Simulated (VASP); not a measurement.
Input of a VASP 6.6.1 run:

The input INCAR:

```
PREC = Accurate ; ENCUT = 520
EDIFF = 1E-7 ; ISMEAR = 0
SIGMA = 0.02 ; LREAL = False
LASPH = True ; NELM = 100
ALGO = Normal ; ISIF = 2
LWAVE = False ; LCHARG = False
GGA = PE ; NBANDS = 16
```

The input KPOINTS:

```
regular mesh
0
Gamma
  12 12 4
```

Contents of POSCAR:

```
BN
1.0
    2.4116939153      0.0000000000      0.0000000000
   -1.2058469577      2.0885881968      0.0000000000
    0.0000000000      0.0000000000      8.5433972801
B N
2 2
Direct
    0.3333333333      0.6666666667      0.2500000000
    0.6666666667      0.3333333333      0.7500000000
    0.3333333333      0.6666666667      0.7500000000
    0.6666666667      0.3333333333      0.2500000000
```

Potentials or basis: VASP PAW PBE potentials, release 64 (B, N).

Command:

```sh
$ cat potpaw_PBE.64/B/POTCAR potpaw_PBE.64/N/POTCAR > POTCAR
$ mpirun -np 1 vasp_std > vasp.out
```

Task: Estimate the pressure.

Result: 26.9 GPa.

Task: Estimate the band gap on the k mesh.

Result: 4.22 eV, indirect (least direct gap 4.97 eV).

Stress tensor (GPa, compression positive):
```
40.47  0.00  0.00
 0.00 40.47  0.00
 0.00  0.00 -0.15
```

Caveat: the cell differs from its parent crystal (biaxial strain in the a-b plane: -4.0 %, then relaxed in part); this functional lacks dispersion, which binds the layers, so the pressure and a relaxed spacing across them are unreliable. A k mesh can miss the band edges.
